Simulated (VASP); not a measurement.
Here is a VASP 6.6.1 calculation.

File INCAR:

```
PREC = Accurate
ENCUT = 520
EDIFF = 1E-6
ISMEAR = -1
SIGMA = 0.08
LREAL = False
LASPH = True
NELM = 60
ALGO = Normal
ISIF = 2
LWAVE = False
LCHARG = False
GGA = CA
NBANDS = 20
```

The input KPOINTS:

```
Automatic mesh
0
Gamma
  15 15 9
```

The input POSCAR:

```
Nb
1.0
   -1.6242157465      1.6242157465      1.6242157465
    1.6242157465     -1.6242157465      1.6242157465
    3.2484314930      3.2484314930      0.0000000000
Nb
2
Direct
    0.0000000000      0.0000000000      0.0000000000
    0.5000000000      0.5000000000      0.5000000000
```

Potentials or basis: VASP PAW LDA potentials, release 64 (Nb_sv).

The run is started by

```bash
$ cat potpaw_LDA.64/Nb_sv/POTCAR > POTCAR
$ mpirun -np 1 vasp_std > vasp.out
```

(1) What does it give for the band gap on the k mesh?

(2) Predict the pressure.

## Answers

(1) zero (band 13 reaches 14.15 eV, above the bottom of band 14 at 10.48 eV).

(2) 0.0 GPa.
